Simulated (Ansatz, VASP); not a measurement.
# Al3Cu: VASP beside Ansatz

```
Al Cu
1.0
     2.95318    0.00000    0.00000
     0.00000    2.95318    0.00000
     0.00000    0.00000    6.63346
Al Cu
3 1
Direct
  0.00000 0.00000 0.50000
  0.50000 0.50000 0.22532
  0.50000 0.50000 0.77468
  0.00000 0.00000 0.00000
```

Alike in both runs: functional r2SCAN; k mesh 4 × 4 × 2; occupations gaussian, width 0.1 eV; no spin polarisation.

Ansatz relaxed the structure, and its values are those at the end. VASP's run is a single point on that final structure, the one shown.

```csv
,VASP,Ansatz
version,VASP 6.6.1,Ansatz 0.2.0
potentials or method,"VASP PAW PBE potentials, release 64 (Al, Cu), cutoff 520 eV","scalar-relativistic, plane waves, PAW"
valence electrons in the cell,20,28
```

VASP gave:

| Property | Result |
| --- | --- |
| gap on the k mesh at the Fermi level (eV) | none |
| pressure (GPa) | -0.2 |

Question: Which values does Ansatz return?

Answer: gap on the k mesh at the Fermi level (eV): none; pressure (GPa): 0.0.

VASP's potentials were made for PBE, not for r2SCAN. A gap of «none» marks a metal or a gap that the smearing closes. VASP's potentials hold 20 valence electrons a cell and Ansatz's 28, so a difference there can come from the potentials and not from the codes.

The k mesh is coarse, so the values compare programs but aren't converged.
